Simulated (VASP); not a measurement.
Set up this calculation in VASP 6.6.1, as the native input.

* Task: single point
* Functional: PBE
* Dispersion: D3(BJ)
* Potentials or basis: VASP PAW PBE potentials, release 64 (Zn, O)
* Cutoff: 520 eV
* k mesh: 2 × 2 × 1
* Occupations: fermi-dirac, width 0.02 eV
* Spin: no spin polarisation
* Dipole correction: no
* Further INCAR settings: ALGO = Normal; EDIFF = 1e-07; NBANDS = 66

The structure of ZnO lies in POSCAR:

```
ZnO
1.0
    5.5339020000      0.0000000000      0.0000000000
   -2.7669510000      5.3469200000      0.0000000000
    0.0000000000      0.0000000000     17.3926410000
Zn O
6 6
Direct
    0.3333271894      0.0000000000      0.0574955810
    0.6268571606      0.6542458088      0.0707943089
    0.9001791409      0.0262394051      0.2167008449
    0.9653946142      0.4096564003      0.0900208312
    0.5979912430      0.1911941828      0.2596557935
    0.3087388232      0.4944902860      0.2614209078
    0.2986367616      0.6794939891      0.0676550502
    0.6021215319      0.3458252601      0.0590422122
    0.9455735322      0.9986122852      0.1028710936
    0.9362217676      0.3712604640      0.2079500175
    0.5742573944      0.8533884928      0.2684353687
    0.2602754339      0.1779716173      0.2813373771
```

One way to write it, as run:

INCAR

```
SYSTEM = ZnO
PREC = Accurate
ENCUT = 520
EDIFF = 1E-7
ISMEAR = -1
SIGMA = 0.02
LREAL = .False.
LASPH = .True.
NELM = 100
ALGO = Normal
ISIF = 2
LWAVE = .False.
LCHARG = .False.
GGA = PE
IVDW = 12
NBANDS = 66
```

KPOINTS

```
regular mesh
0
Gamma
  2 2 1
  0 0 0
```

Potentials or basis: VASP PAW PBE potentials, release 64 (Zn, O).

The run is started by

```bash
$ cat potpaw_PBE.64/Zn/POTCAR potpaw_PBE.64/O/POTCAR > POTCAR
$ mpirun -np 1 vasp_std > vasp.out
```

Results of the run:

The largest force is 2.741 eV/Å, the band gap on the k mesh is 1.09 eV (least direct gap 1.11 eV) and the dispersion energy per atom is -0.118 eV.

Caveat: the k points lie up to 0.64 Å⁻¹ apart; the atoms stand as in a frame of molecular dynamics.

Run time: 5.5 min on 1 thread of Intel(R) Xeon(R) Platinum 8488C (Sapphire Rapids), on a shared host, peak memory 0.65 GiB.
